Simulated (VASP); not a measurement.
# Si6Ru (Cmmm) in VASP: single point with PBE

Aim: the single point of Si6Ru with PBE.

Everything below comes from runs of VASP 6.6.1. Logs are shortened: lines on timing, memory, paths and dates and some standing lists are left out, and cuts for length are marked.

### 1 The cell of the first run

It takes space group Cmmm (No. 65, orthorhombic). Conventional cell: a = 4.236 Å, b = 10.295 Å, c = 5.571 Å, α = 90.00°, β = 90.00°, γ = 90.00°. Within 3.2 Å of Si (site symmetry m) lie 7 Si at 2.42 to 3.15 Å and 1 Ru at 2.45 Å. Within 3.4 Å of Si (site symmetry m2m) lie 2 Ru at 2.47 Å and 9 Si at 2.54 to 3.36 Å. Within 3.2 Å of Ru (site symmetry mmm) lie 8 Si at 2.45 to 2.47 Å.

The cell was built from a structure type or drawn by symmetry, and may not be a known phase.

### 2 Single point, PBE

File INCAR:

```
SYSTEM = Si6Ru
  PREC = Accurate
  ENCUT = 520
  EDIFF = 1E-6
  ISMEAR = 0
  SIGMA = 0.1
  LREAL = .False.
  LASPH = .True.
  NELM = 80
  ALGO = Normal
  ISIF = 2
  LWAVE = .False.
  LCHARG = .False.
  GGA = PE
  NBANDS = 28
```

File KPOINTS:

```
Automatic mesh
0
Gamma
  8 8 6
  0 0 0
```

File POSCAR:

```
Si6Ru
1.0
    2.1179206352     -5.1476058691      0.0000000000
    2.1179206352      5.1476058691      0.0000000000
    0.0000000000      0.0000000000      5.5712259986
Si Ru
6 1
Direct
    0.1826555022      0.8173444978      0.7830220637
    0.8173444978      0.1826555022      0.7830220637
    0.8173444978      0.1826555022      0.2169779363
    0.1826555022      0.8173444978      0.2169779363
    0.3764662189      0.6235337811      0.5000000000
    0.6235337811      0.3764662189      0.5000000000
    0.0000000000      0.0000000000      0.5000000000
```

Potentials or basis: VASP PAW PBE potentials, release 64 (Si, Ru_pv).

Started as:

```bash
$ cat potpaw_PBE.64/Si/POTCAR potpaw_PBE.64/Ru_pv/POTCAR > POTCAR
$ mpirun -np 1 vasp_std > vasp.out
```

OUTCAR:

```text
SYSTEM = Si6Ru
   PREC = Accurate
   ENCUT = 520
   EDIFF = 1E-6
   ISMEAR = 0
   LREAL = .False.
   LASPH = .True.
   NELM = 80
   ISIF = 2
   GGA = PE

 ion  position               nearest neighbor table
   1  0.183  0.817  0.783-   4 2.42   7 2.45   2 2.53   2 2.53   5 2.54   6 2.71   6 2.71
   2  0.817  0.183  0.783-   3 2.42   7 2.45   1 2.53   1 2.53   6 2.54   5 2.71   5 2.71
   3  0.817  0.183  0.217-   2 2.42   7 2.45   4 2.53   4 2.53   6 2.54   5 2.71   5 2.71
   4  0.183  0.817  0.217-   1 2.42   7 2.45   3 2.53   3 2.53   5 2.54   6 2.71   6 2.71
   5  0.376  0.624  0.500-   7 2.47   7 2.47   4 2.54   1 2.54   6 2.54   2 2.71   3 2.71   2 2.71
                             3 2.71
   6  0.624  0.376  0.500-   7 2.47   7 2.47   3 2.54   2 2.54   5 2.54   4 2.71   1 2.71   4 2.71
                             1 2.71
   7  0.000  0.000  0.500-   1 2.45   2 2.45   3 2.45   4 2.45   6 2.47   5 2.47   6 2.47   5 2.47

  LATTYP: Found a base centered orthorhombic cell.
 ALAT       =     4.2358412704
 B/A-ratio  =     2.4304998892
 C/A-ratio  =     1.3152584441

  Lattice vectors:

 A1 = (   2.1179206352,  -5.1476058691,   0.0000000000)
 A2 = (   2.1179206352,   5.1476058691,   0.0000000000)
 A3 = (   0.0000000000,   0.0000000000,   5.5712259986)

Analysis of symmetry for initial positions (statically):
=====================================================================
 Subroutine PRICEL returns:
 Original cell was already a primitive cell.

 Routine SETGRP: Setting up the symmetry group for a
 base centered orthorhombic supercell.

 Subroutine GETGRP returns: Found  8 space group operations
 (whereof  8 operations were pure point group operations)
 out of a pool of  8 trial point group operations.

The static configuration has the point symmetry D_2h.

Analysis of symmetry for dynamics (positions and initial velocities):
=====================================================================
 Subroutine PRICEL returns:
 Original cell was already a primitive cell.

 Routine SETGRP: Setting up the symmetry group for a
 base centered orthorhombic supercell.

 Subroutine GETGRP returns: Found  8 space group operations
 (whereof  8 operations were pure point group operations)
 out of a pool of  8 trial point group operations.

The dynamic configuration has the point symmetry D_2h.

 Subroutine INISYM returns: Found  8 space group operations
 (whereof  8 operations are pure point group operations),
 and found     1 'primitive' translations

----------------------------------------------------------------------------------------

                                     Primitive cell

  volume of cell :     121.4775

  direct lattice vectors                    reciprocal lattice vectors
     2.117920635 -5.147605869  0.000000000     0.236080612 -0.097132534  0.000000000
     2.117920635  5.147605869  0.000000000     0.236080612  0.097132534  0.000000000
     0.000000000  0.000000000  5.571225999     0.000000000  0.000000000  0.179493706

  length of vectors
     5.566276493  5.566276493  5.571225999     0.255281775  0.255281775  0.179493706

  position of ions in fractional coordinates (direct lattice)
     0.182655502  0.817344498  0.783022064
     0.817344498  0.182655502  0.783022064
     0.817344498  0.182655502  0.216977936
     0.182655502  0.817344498  0.216977936
     0.376466219  0.623533781  0.500000000
     0.623533781  0.376466219  0.500000000
     0.000000000  0.000000000  0.500000000

  ion indices of the primitive-cell ions
   primitive index   ion index
                 1           1
                 2           2
                 3           3
                 4           4
                 5           5
                 6           6
                 7           7

----------------------------------------------------------------------------------------

 KPOINTS: Automatic mesh

Automatic generation of k-mesh.
 Grid dimensions read from file:
 generate k-points for:    8    8    6

 Generating k-lattice:

  Cartesian coordinates                     Fractional coordinates (reciprocal lattice)
     0.029510077 -0.012141567  0.000000000     0.125000000  0.000000000  0.000000000
     0.029510077  0.012141567  0.000000000     0.000000000  0.125000000  0.000000000
     0.000000000  0.000000000  0.029915618     0.000000000  0.000000000  0.166666667

  Length of vectors
     0.031910222  0.031910222  0.029915618

  Shift w.r.t. Gamma in fractional coordinates (k-lattice)
     0.000000000  0.000000000  0.000000000

 Subroutine IBZKPT returns following result:
 ===========================================

 Found     84 irreducible k-points:

 Following reciprocal coordinates:
            Coordinates               Weight
  0.000000  0.000000  0.000000      1.000000
  0.125000  0.000000  0.000000      4.000000
  0.250000  0.000000  0.000000      4.000000
  0.375000  0.000000  0.000000      4.000000
  0.500000  0.000000  0.000000      2.000000
  0.125000  0.125000  0.000000      2.000000
[... 16 lines left out ...]
  0.125000  0.000000  0.166667      8.000000
  0.250000  0.000000  0.166667      8.000000
 [... further k-points ...]
   k-points           NKPTS =     84   k-points in BZ     NKDIM =     84   number of bands    NBANDS=     28
   number of dos      NEDOS =    301   number of ions     NIONS =      7
   total plane-waves  NPLWV =  74088
   dimension x,y,z NGX =    42 NGY =   42 NGZ =   42
   dimension x,y,z NGXF=    84 NGYF=   84 NGZF=   84
   ions per type =               6   1
   NGX,Y,Z   is equivalent  to a cutoff of  12.54, 12.54, 12.53 a.u.
   NGXF,Y,Z  is equivalent  to a cutoff of  25.09, 25.09, 25.07 a.u.
 SYSTEM =  Si6Ru
   PREC   = accura    normal or accurate (medium, high low for compatibility)
   ISTART =      0    job   : 0-new  1-cont  2-samecut
   ICHARG =      2    charge: 1-file 2-atom 10-const
   ISPIN  =      1    spin polarized calculation?
   LNONCOLLINEAR =      F non collinear calculations
   LSORBIT =      F    spin-orbit coupling
   LASPH  =      T    aspherical Exc in radial PAW
   ENCUT  =  520.0 eV  38.22 Ry    6.18 a.u.  10.35 10.35 10.36*2*pi/ulx,y,z
   NELM   =     80;   NELMIN=  2; NELMDL= -5     # of ELM steps
   EDIFF  = 0.1E-05   stopping-criterion for ELM
   LREAL  =      F    real-space projection
   EDIFFG = 0.1E-04   stopping-criterion for IOM
   NSW    =      0    number of steps for IOM
   IBRION =     -1    ionic relax: 0-MD 1-quasi-New 2-CG
   NFREE  =      0    steps in history (QN), initial steepest desc. (CG)
   ISIF   =      2    stress and relaxation
   ISYM   =      2    0-nonsym 1-usesym 2-fastsym
   POTIM  = 0.5000    time-step for ionic-motion
   TEBEG  =    0.0;   TEEND  =   0.0 temperature during run
   PSTRESS=    0.0 pullay stress
   NELECT =      38.0000    total number of electrons
   NUPDOWN=      -1.0000    fix difference up-down
   EMIN   =  10.00;   EMAX   =-10.00  energy-range for DOS
   EFERMI =   0.00;   METHOD = LEGACY
   ISMEAR =     0;   SIGMA  =   0.10  broadening in eV -4-tet -1-fermi 0-gaus
   EFERMI_NEDOS =   21; number of points for ismear=-14 and -15
   IALGO  =     38    algorithm
   IMIX   =      4    mixing-type and parameters
     AMIX     =   0.40;   BMIX     =  1.00
     AMIX_MAG =   1.60;   BMIX_MAG =  1.00
  volume/ion in A,a.u.               =      17.35       117.11
  Fermi-wavevector in a.u.,A,eV,Ry     =   1.111316  2.100082 16.803502  1.235023
  Thomas-Fermi vector in A             =   2.247877
   LORBIT       =      0    0 simple, 1 ext, 2 COOP (PROOUT), +10 PAW based schemes
   GGA     = PE    functional components
   LHFCALC =     F    Hartree Fock is set to
   AEXX    =    0.0000 exact exchange contribution
   IVDW    =     0    specifies the selected vdW correction
   LEPSILON=     F    determine dielectric tensor
   LRPA    =     F    only Hartree local field effects (RPA)
 non-spin polarized calculation
 Gauss-broadening in eV      SIGMA  =   0.10
  energy-cutoff  :      520.00
  volume of cell :      121.48
 maximum number of plane-waves:      3300
 NGX is ok and might be reduce to    42
   NGX = 21   NGY = 21   NGZ = 21

 number of electron      37.9999997 magnetization

 Free energy of the ion-electron system (eV)
  ---------------------------------------------------
  ext. energy  EPLUGINS =         0.00000000
  ---------------------------------------------------
  free energy    TOTEN  =       -41.65975284 eV

  energy without entropy =      -41.64739597  energy(sigma->0) =      -41.65357440

 E-fermi :   7.9068     XC(G=0): -10.2656

 val. band max:        7.8988991080   @ k =  -0.1250   0.1250   0.3333
 cond. band min:       7.9175743264   @ k =   0.5000   0.5000   0.0000
 fundamental gap:      0.0186752184
 Fermi energy:         7.9067900061

 k-point     1 :       0.0000    0.0000    0.0000
  band No.  band energies     occupation
      1     -34.9983      2.00000
      2     -34.9703      2.00000
      3     -34.7364      2.00000
      4      -5.4584      2.00000
      5      -1.0805      2.00000
      6      -0.7965      2.00000
[... 20 lines left out ...]
     27      12.4421      0.00000
     28      12.5763      0.00000

 k-point     2 :       0.1250    0.0000    0.0000
  band No.  band energies     occupation
      1     -34.9983      2.00000
      2     -34.9711      2.00000
      3     -34.7364      2.00000
      4      -5.3140      2.00000
      5      -0.9651      2.00000
      6      -0.7734      2.00000
[... 20 lines left out ...]
     27      11.8046      0.00000
     28      12.4547      0.00000

 k-point     3 :       0.2500    0.0000    0.0000
  band No.  band energies     occupation
      1     -34.9981      2.00000
      2     -34.9729      2.00000
      3     -34.7363      2.00000
      4      -4.8870      2.00000
      5      -0.9401      2.00000
      6      -0.6206      2.00000
[... 616 lines left out ...]
      3     -34.7364      2.00000
      4      -5.2158      2.00000
      5      -1.9279      2.00000
      6      -0.2422      2.00000
[... 20 lines left out ...]
     27      11.9131      0.00000
     28      12.2505      0.00000

 k-point    24 :       0.2500    0.0000    0.1667
  band No.  band energies     occupation
      1     -34.9981      2.00000
      2     -34.9729      2.00000
      3     -34.7363      2.00000
      4      -4.7876      2.00000
      5      -1.5847      2.00000
      6      -0.8016      2.00000
[... 20 lines left out ...]
     27      12.2243      0.00000
     28      13.2576      0.00000

 [... further k-points ...]
[... 5 lines left out ...]
  --------------------------------------------------------------------------------------
  -------------------------------------------------------------------------------------
  Total       -0.0500583     -0.0548141     -0.0362574     -0.0000000      0.0000000      0.0000000
  in kB       -0.6602234     -0.7229477     -0.4782027     -0.0000000      0.0000000      0.0000000
  external PRESSURE =      -0.6204579 kB  Pullay stress =       0.0000000 kB

 VOLUME and BASIS-vectors are now :
 -----------------------------------------------------------------------------
  energy-cutoff  :      520.00
  volume of cell :      121.48
      direct lattice vectors                 reciprocal lattice vectors
     2.117920635 -5.147605869  0.000000000     0.236080612 -0.097132534  0.000000000
     2.117920635  5.147605869  0.000000000     0.236080612  0.097132534  0.000000000
     0.000000000  0.000000000  5.571225999     0.000000000  0.000000000  0.179493706

 POSITION                                       TOTAL-FORCE (eV/Angst)
 -----------------------------------------------------------------------------------
      2.11792      3.26713      4.36239        -0.000000     -0.006419     -0.002686
      2.11792     -3.26713      4.36239        -0.000000      0.006419     -0.002686
      2.11792     -3.26713      1.20883        -0.000000      0.006419      0.002686
      2.11792      3.26713      1.20883        -0.000000     -0.006419      0.002686
      2.11792      1.27181      2.78561        -0.000000      0.006630      0.000000
      2.11792     -1.27181      2.78561        -0.000000     -0.006630      0.000000
      0.00000      0.00000      2.78561         0.000000      0.000000      0.000000
 -----------------------------------------------------------------------------------
    total drift:                               -0.000000     -0.000000      0.000000

  FREE ENERGIE OF THE ION-ELECTRON SYSTEM (eV)
  ---------------------------------------------------
  free  energy   TOTEN  =       -41.6597528386 eV

  energy  without entropy=      -41.6473959713  energy(sigma->0) =      -41.65357440
```

Run time: 4.1 min. Hardware: 1 thread of Intel Xeon Platinum 8488C (Sapphire Rapids), shared host; peak memory 0.39 GiB.

Results:

- Free energy: -41.6598 eV
- Pressure: -0.1 GPa
- Largest force: 0.007 eV/Å
- Band gap on the k mesh: zero (bands 19 and 20 overlap by 1.76 eV)

Forces on the atoms (eV/Å):
```
Si   0.000 -0.006 -0.003
Si   0.000  0.006 -0.003
Si   0.000  0.006  0.003
Si   0.000 -0.006  0.003
Si   0.000  0.007  0.000
Si   0.000 -0.007  0.000
Ru   0.000  0.000  0.000
```
